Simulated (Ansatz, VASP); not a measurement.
Li in VASP and in Ansatz

File INCAR:

```
  PREC = Accurate
  ENCUT = 600
  EDIFF = 1E-6
  ISMEAR = 0
  SIGMA = 0.1
  LREAL = False
  LASPH = True
  NELM = 100
  ALGO = Normal
  ISIF = 3
  LWAVE = False
  LCHARG = False
  GGA = PE
  IBRION = 2
  NSW = 100
  EDIFFG = -0.01
```

KPOINTS

```
Automatic mesh
0
Gamma
  18 18 6
```

The input POSCAR:

```
Li
1.0
    2.5913124371     -1.5765760320      0.0000000000
    2.5913124371      1.5765760320      0.0000000000
   -1.8997456533      0.0000000000      7.4331225019
Li
3
Direct
    0.2674041423      0.2674041423      0.3330440744
    0.5000000000      0.5000000000      0.0000000000
    0.7325958577      0.7325958577      0.6669559256
```

Input for Ansatz:

```yaml
crystal:
  lattice:
    - [2.5913124371, -1.576576032, 0.0]
    - [2.5913124371, 1.576576032, 0.0]
    - [-1.8997456533, 0.0, 7.4331225019]
  atoms:
    - { symbol: Li, position: [0.2674041423, 0.2674041423, 0.3330440744] }
    - { symbol: Li, position: [0.5, 0.5, 0.0] }
    - { symbol: Li, position: [0.7325958577, 0.7325958577, 0.6669559256] }
basis:
  ecutwfc: 420
kpoints:
  mp_grid: { grid: [18, 18, 6] }
hamiltonian:
  xc: pbe
scf:
  occupations: { method: gaussian, width: 0.1 }
output:
  forces: true
  stress: true
  eigenvalues: true
relax:
  adjacent_minimum: "off"
  f_tol: 0.01
  max_steps: 80
  cell: { stress_tol: 0.05 }
```

Change from the starting cell: the structure that the rattled cell fell into.

Alike in both runs: task relaxation of cell and atoms; functional PBE; k mesh 18 × 18 × 6; occupations gaussian, width 0.1 eV; no spin polarisation.

|  | VASP | Ansatz |
| --- | --- | --- |
| version | VASP 6.6.1 | Ansatz 0.2.0 |
| potentials or method | VASP PAW PBE potentials, release 64 (Li_sv), cutoff 600 eV | scalar-relativistic, plane waves, PAW |
| valence electrons in the cell | 9 | 9 |

```tsv
	VASP	Ansatz	Ansatz less VASP
gap on the k mesh at the Fermi level, each at its own relaxed structure (eV)	none	none	-
relaxed volume (Å³/atom)	20.10	20.21	+0.115
relaxed cell length with the largest relative difference (Å)	3.037	3.054	+0.0167
```

A gap of «none» marks a metal or a gap that the smearing closes.

Noted on VASP's run: the cutoff is short for stress, so the pressure is rough.
